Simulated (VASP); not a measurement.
# Ga2Ge2O3 (Cmm2) in VASP: further runs

Runs on Ga2Ge2O3. Level: PBE. Tasks: single point, relaxation of cell and atoms.

Program: VASP 6.6.1. These are calculated values, not measurements. Logs are shortened: lines on timing, memory, paths and dates and some standing lists are left out, and cuts for length are marked.

## Step 1: The cell of the first run

The structure is orthorhombic, space group Cmm2 (No. 35). The conventional cell has a = 6.228 Å, b = 6.998 Å, c = 4.721 Å, α = 90.00°, β = 90.00°, γ = 90.00°. Within 2.6 Å of Ga (site symmetry m) lie 3 O at 1.96 to 2.13 Å. Ge (site symmetry m) has 3 O at 2.08 to 2.39 Å and 1 Ge at 2.53 Å within 2.8 Å. O (site symmetry 2) has 2 Ga at 1.96 Å and 2 Ge at 2.39 Å within 2.6 Å. O (site symmetry mm2) has 2 Ge at 2.08 Å and 2 Ga at 2.13 Å within 2.8 Å.

## Step 2: Single point, PBE

INCAR reads:

```
SYSTEM = Ga2Ge2O3
  PREC = Accurate
  ENCUT = 520
  EDIFF = 1E-6
  ISMEAR = 0
  SIGMA = 0.15
  LREAL = .FALSE.
  LASPH = .TRUE.
  NELM = 100
  ALGO = Normal
  ISIF = 2
  LWAVE = .FALSE.
  LCHARG = .FALSE.
  GGA = PE
  NBANDS = 45
```

KPOINTS reads:

```
Automatic mesh
0
G
  3 3 2
  0 0 0
```

POSCAR reads:

```
Ga2Ge2O3
1.0
    3.1142437073     -3.4991793785      0.0000000000
    3.1142437073      3.4991793785      0.0000000000
    0.0000000000      0.0000000000      4.7205194372
Ga Ge O
2 2 3
Direct
    0.2703464513      0.7296535487      0.3880386890
    0.7296535487      0.2703464513      0.3880386890
    0.2966442310      0.2966442310     -0.0197474841
    0.7033557690      0.7033557690     -0.0197474841
    0.0000000000      0.5000000000      0.6399232165
    0.5000000000      0.0000000000      0.6399232165
    0.0000000000      0.0000000000      1.1829151274
```

Potentials or basis: VASP PAW PBE potentials, release 64 (Ga_d, Ge_d, O).

On the command line:

```bash
$ cat potpaw_PBE.64/Ga_d/POTCAR potpaw_PBE.64/Ge_d/POTCAR potpaw_PBE.64/O/POTCAR > POTCAR
$ mpirun -np 1 vasp_std > vasp.out
```

OUTCAR:

```text
SYSTEM = Ga2Ge2O3
   PREC = Accurate
   ENCUT = 520
   EDIFF = 1E-6
   ISMEAR = 0
   LREAL = .FALSE.
   LASPH = .TRUE.
   NELM = 100
   ISIF = 2
   GGA = PE

 ion  position               nearest neighbor table
   1  0.270  0.730  0.388-   5 1.96   6 1.96   7 2.13   4 2.81   3 2.81
   2  0.730  0.270  0.388-   5 1.96   6 1.96   7 2.13   4 2.81   3 2.81
   3  0.297  0.297  0.980-   7 2.08   6 2.39   5 2.39   4 2.53   1 2.81   2 2.81
   4  0.703  0.703  0.980-   7 2.08   6 2.39   5 2.39   3 2.53   1 2.81   2 2.81
   5  0.000  0.500  0.640-   1 1.96   2 1.96   3 2.39   4 2.39
   6  0.500  0.000  0.640-   1 1.96   2 1.96   3 2.39   4 2.39
   7  0.000  0.000  0.183-   3 2.08   4 2.08   1 2.13   2 2.13

  LATTYP: Found a base centered orthorhombic cell.
 ALAT       =     6.2284874146
 B/A-ratio  =     1.1236048644
 C/A-ratio  =     0.7578917838

  Lattice vectors:

 A1 = (   3.1142437073,  -3.4991793785,   0.0000000000)
 A2 = (   3.1142437073,   3.4991793785,   0.0000000000)
 A3 = (   0.0000000000,   0.0000000000,   4.7205194372)

Analysis of symmetry for initial positions (statically):
=====================================================================
 Subroutine PRICEL returns:
 Original cell was already a primitive cell.

 Routine SETGRP: Setting up the symmetry group for a
 base centered orthorhombic supercell.

 Subroutine GETGRP returns: Found  4 space group operations
 (whereof  4 operations were pure point group operations)
 out of a pool of  8 trial point group operations.

The static configuration has the point symmetry C_2v.

Analysis of symmetry for dynamics (positions and initial velocities):
=====================================================================
 Subroutine PRICEL returns:
 Original cell was already a primitive cell.

 Routine SETGRP: Setting up the symmetry group for a
 base centered orthorhombic supercell.

 Subroutine GETGRP returns: Found  4 space group operations
 (whereof  4 operations were pure point group operations)
 out of a pool of  8 trial point group operations.

The dynamic configuration has the point symmetry C_2v.

 Subroutine INISYM returns: Found  4 space group operations
 (whereof  4 operations are pure point group operations),
 and found     1 'primitive' translations

----------------------------------------------------------------------------------------

                                     Primitive cell

  volume of cell :     102.8818

  direct lattice vectors                    reciprocal lattice vectors
     3.114243707 -3.499179379  0.000000000     0.160552624 -0.142890645  0.000000000
     3.114243707  3.499179379  0.000000000     0.160552624  0.142890645  0.000000000
     0.000000000  0.000000000  4.720519437     0.000000000  0.000000000  0.211841094

  length of vectors
     4.684311069  4.684311069  4.720519437     0.214929946  0.214929946  0.211841094

  position of ions in fractional coordinates (direct lattice)
     0.270346451  0.729653549  0.388038689
     0.729653549  0.270346451  0.388038689
     0.296644231  0.296644231  0.980252516
     0.703355769  0.703355769  0.980252516
     0.000000000  0.500000000  0.639923217
     0.500000000  0.000000000  0.639923217
     0.000000000  0.000000000  0.182915127

  ion indices of the primitive-cell ions
   primitive index   ion index
                 1           1
                 2           2
                 3           3
                 4           4
                 5           5
                 6           6
                 7           7

----------------------------------------------------------------------------------------

 KPOINTS: Automatic mesh

Automatic generation of k-mesh.
 Grid dimensions read from file:
 generate k-points for:    3    3    2

 Generating k-lattice:

  Cartesian coordinates                     Fractional coordinates (reciprocal lattice)
     0.053517541 -0.047630215  0.000000000     0.333333333  0.000000000  0.000000000
     0.053517541  0.047630215  0.000000000     0.000000000  0.333333333  0.000000000
     0.000000000  0.000000000  0.105920547     0.000000000  0.000000000  0.500000000

  Length of vectors
     0.071643315  0.071643315  0.105920547

  Shift w.r.t. Gamma in fractional coordinates (k-lattice)
     0.000000000  0.000000000  0.000000000

 Subroutine IBZKPT returns following result:
 ===========================================

 Found      8 irreducible k-points:

 Following reciprocal coordinates:
            Coordinates               Weight
  0.000000  0.000000  0.000000      1.000000
  0.333333  0.000000  0.000000      4.000000
  0.333333  0.333333  0.000000      2.000000
 -0.333333  0.333333  0.000000      2.000000
  0.000000  0.000000  0.500000      1.000000
  0.333333  0.000000  0.500000      4.000000
  0.333333  0.333333  0.500000      2.000000
 -0.333333  0.333333  0.500000      2.000000
   k-points           NKPTS =      8   k-points in BZ     NKDIM =      8   number of bands    NBANDS=     45
   number of dos      NEDOS =    301   number of ions     NIONS =      7
   total plane-waves  NPLWV =  46656
   dimension x,y,z NGX =    36 NGY =   36 NGZ =   36
   dimension x,y,z NGXF=    72 NGYF=   72 NGZF=   72
   ions per type =               2   2   3
   NGX,Y,Z   is equivalent  to a cutoff of  12.78, 12.78, 12.68 a.u.
   NGXF,Y,Z  is equivalent  to a cutoff of  25.55, 25.55, 25.36 a.u.
 SYSTEM =  Ga2Ge2O3
   PREC   = accura    normal or accurate (medium, high low for compatibility)
   ISTART =      0    job   : 0-new  1-cont  2-samecut
   ICHARG =      2    charge: 1-file 2-atom 10-const
   ISPIN  =      1    spin polarized calculation?
   LNONCOLLINEAR =      F non collinear calculations
   LSORBIT =      F    spin-orbit coupling
   LASPH  =      T    aspherical Exc in radial PAW
   ENCUT  =  520.0 eV  38.22 Ry    6.18 a.u.   8.71  8.71  8.78*2*pi/ulx,y,z
   NELM   =    100;   NELMIN=  2; NELMDL= -5     # of ELM steps
   EDIFF  = 0.1E-05   stopping-criterion for ELM
   LREAL  =      F    real-space projection
   EDIFFG = 0.1E-04   stopping-criterion for IOM
   NSW    =      0    number of steps for IOM
   IBRION =     -1    ionic relax: 0-MD 1-quasi-New 2-CG
   NFREE  =      0    steps in history (QN), initial steepest desc. (CG)
   ISIF   =      2    stress and relaxation
   ISYM   =      2    0-nonsym 1-usesym 2-fastsym
   POTIM  = 0.5000    time-step for ionic-motion
   TEBEG  =    0.0;   TEEND  =   0.0 temperature during run
   PSTRESS=    0.0 pullay stress
   NELECT =      72.0000    total number of electrons
   NUPDOWN=      -1.0000    fix difference up-down
   EMIN   =  10.00;   EMAX   =-10.00  energy-range for DOS
   EFERMI =   0.00;   METHOD = LEGACY
   ISMEAR =     0;   SIGMA  =   0.15  broadening in eV -4-tet -1-fermi 0-gaus
   EFERMI_NEDOS =   21; number of points for ismear=-14 and -15
   IALGO  =     38    algorithm
   IMIX   =      4    mixing-type and parameters
     AMIX     =   0.40;   BMIX     =  1.00
     AMIX_MAG =   1.60;   BMIX_MAG =  1.00
  volume/ion in A,a.u.               =      14.70        99.18
  Fermi-wavevector in a.u.,A,eV,Ry     =   1.453470  2.746660 28.743337  2.112576
  Thomas-Fermi vector in A             =   2.570733
   LORBIT       =      0    0 simple, 1 ext, 2 COOP (PROOUT), +10 PAW based schemes
   GGA     = PE    functional components
   LHFCALC =     F    Hartree Fock is set to
   AEXX    =    0.0000 exact exchange contribution
   IVDW    =     0    specifies the selected vdW correction
   LEPSILON=     F    determine dielectric tensor
   LRPA    =     F    only Hartree local field effects (RPA)
 non-spin polarized calculation
 Gauss-broadening in eV      SIGMA  =   0.15
  energy-cutoff  :      520.00
  volume of cell :      102.88
 maximum number of plane-waves:      2795
   NGX = 17   NGY = 17   NGZ = 17

 number of electron      71.9999972 magnetization

 Free energy of the ion-electron system (eV)
  ---------------------------------------------------
  ext. energy  EPLUGINS =         0.00000000
  ---------------------------------------------------
  free energy    TOTEN  =       -35.67201213 eV

  energy without entropy =      -35.67000788  energy(sigma->0) =      -35.67101001

 E-fermi :   5.0828     XC(G=0): -10.7367

 val. band max:        4.8593111738   @ k =   0.3333   0.3333   0.5000
 cond. band min:       5.2742941478   @ k =   0.0000   0.0000   0.0000
 fundamental gap:      0.4149829740
 Fermi energy:         5.0827542738

 k-point     1 :       0.0000    0.0000    0.0000
  band No.  band energies     occupation
      1     -19.8108      2.00000
      2     -19.7378      2.00000
      3     -19.7137      2.00000
      4     -19.6737      2.00000
      5     -19.6671      2.00000
      6     -19.6662      2.00000
[... 37 lines left out ...]
     44      12.2380      0.00000
     45      13.4631      0.00000

 k-point     2 :       0.3333    0.0000    0.0000
  band No.  band energies     occupation
      1     -19.7897      2.00000
      2     -19.7292      2.00000
      3     -19.7117      2.00000
      4     -19.6738      2.00000
      5     -19.6708      2.00000
      6     -19.6623      2.00000
[... 37 lines left out ...]
     44      12.0643      0.00000
     45      12.5441      0.00000

 k-point     3 :       0.3333    0.3333    0.0000
  band No.  band energies     occupation
      1     -19.7876      2.00000
      2     -19.7294      2.00000
      3     -19.7113      2.00000
      4     -19.6764      2.00000
      5     -19.6686      2.00000
      6     -19.6577      2.00000
[... 37 lines left out ...]
     44      11.9873      0.00000
     45      12.5890      0.00000

 k-point     4 :      -0.3333    0.3333    0.0000
  band No.  band energies     occupation
      1     -19.8078      2.00000
      2     -19.7376      2.00000
      3     -19.7126      2.00000
      4     -19.6712      2.00000
      5     -19.6660      2.00000
      6     -19.6609      2.00000
[... 37 lines left out ...]
     44      12.2213      0.00000
     45      12.2988      0.00000

 k-point     5 :       0.0000    0.0000    0.5000
  band No.  band energies     occupation
      1     -19.8107      2.00000
      2     -19.7382      2.00000
      3     -19.7136      2.00000
      4     -19.6744      2.00000
      5     -19.6663      2.00000
      6     -19.6661      2.00000
[... 37 lines left out ...]
     44      11.1357      0.00000
     45      12.6975      0.00000

 k-point     6 :       0.3333    0.0000    0.5000
  band No.  band energies     occupation
      1     -19.7894      2.00000
      2     -19.7296      2.00000
      3     -19.7119      2.00000
      4     -19.6739      2.00000
      5     -19.6714      2.00000
      6     -19.6617      2.00000
[... 37 lines left out ...]
     44      11.6604      0.00000
     45      12.0373      0.00000

 k-point     7 :       0.3333    0.3333    0.5000
  band No.  band energies     occupation
      1     -19.7873      2.00000
      2     -19.7299      2.00000
      3     -19.7118      2.00000
      4     -19.6764      2.00000
      5     -19.6695      2.00000
      6     -19.6584      2.00000
[... 37 lines left out ...]
     44      12.2611      0.00000
     45      12.6968      0.00000

 k-point     8 :      -0.3333    0.3333    0.5000
  band No.  band energies     occupation
      1     -19.8077      2.00000
      2     -19.7382      2.00000
      3     -19.7130      2.00000
      4     -19.6710      2.00000
      5     -19.6663      2.00000
      6     -19.6623      2.00000
[... 37 lines left out ...]
     44      12.5733      0.00000
     45      13.2375      0.00000

------------------------ aborting loop because EDIFF is reached ----------------------------------------

  FORCE on cell =-STRESS in cart. coord.  units (eV):
  Direction    XX          YY          ZZ          XY          YZ          ZX
  --------------------------------------------------------------------------------------
  -------------------------------------------------------------------------------------
  Total        0.5325450      0.0246551      0.2197285      0.0000000      0.0000000      0.0000000
  in kB        8.2933179      0.3839541      3.4218298      0.0000000      0.0000000      0.0000000
  external PRESSURE =       4.0330340 kB  Pullay stress =       0.0000000 kB

 VOLUME and BASIS-vectors are now :
 -----------------------------------------------------------------------------
  energy-cutoff  :      520.00
  volume of cell :      102.88
      direct lattice vectors                 reciprocal lattice vectors
     3.114243707 -3.499179379  0.000000000     0.160552624 -0.142890645  0.000000000
     3.114243707  3.499179379  0.000000000     0.160552624  0.142890645  0.000000000
     0.000000000  0.000000000  4.720519437     0.000000000  0.000000000  0.211841094

 POSITION                                       TOTAL-FORCE (eV/Angst)
 -----------------------------------------------------------------------------------
      3.11424      1.60720      1.83174        -0.000000     -0.037718     -0.065607
      3.11424     -1.60720      1.83174        -0.000000      0.037718     -0.065607
      1.84764      0.00000      4.62730         0.017914     -0.000000      0.002789
      4.38084      0.00000      4.62730        -0.017914     -0.000000      0.002789
      1.55712      1.74959      3.02077        -0.000000     -0.000000      0.063722
      1.55712     -1.74959      3.02077        -0.000000     -0.000000      0.063722
      0.00000      0.00000      0.86345         0.000000     -0.000000     -0.001808
 -----------------------------------------------------------------------------------
    total drift:                                0.000000     -0.000000     -0.000209

  FREE ENERGIE OF THE ION-ELECTRON SYSTEM (eV)
  ---------------------------------------------------
  free  energy   TOTEN  =       -35.6720121312 eV

  energy  without entropy=      -35.6700078818  energy(sigma->0) =      -35.67101001
```

Wall time 32 s (1 thread of Intel Xeon Platinum 8488C (Sapphire Rapids), shared host); peak memory 0.21 GiB.

What came out:

| Property | Result |
| --- | --- |
| Free energy | -35.6720 eV |
| Pressure | 0.4 GPa |
| Largest force | 0.076 eV/Å |
| Band gap on the k mesh | 0.41 eV, indirect (least direct gap 0.60 eV) |

Forces on the atoms (eV/Å):
```
Ga   0.000 -0.038 -0.066
Ga   0.000  0.038 -0.066
Ge   0.018  0.000  0.003
Ge  -0.018  0.000  0.003
O    0.000  0.000  0.064
O    0.000  0.000  0.064
O    0.000  0.000 -0.002
```

Caveat: the k points lie up to 0.67 Å⁻¹ apart.

(Continued in part 2 of 2.)
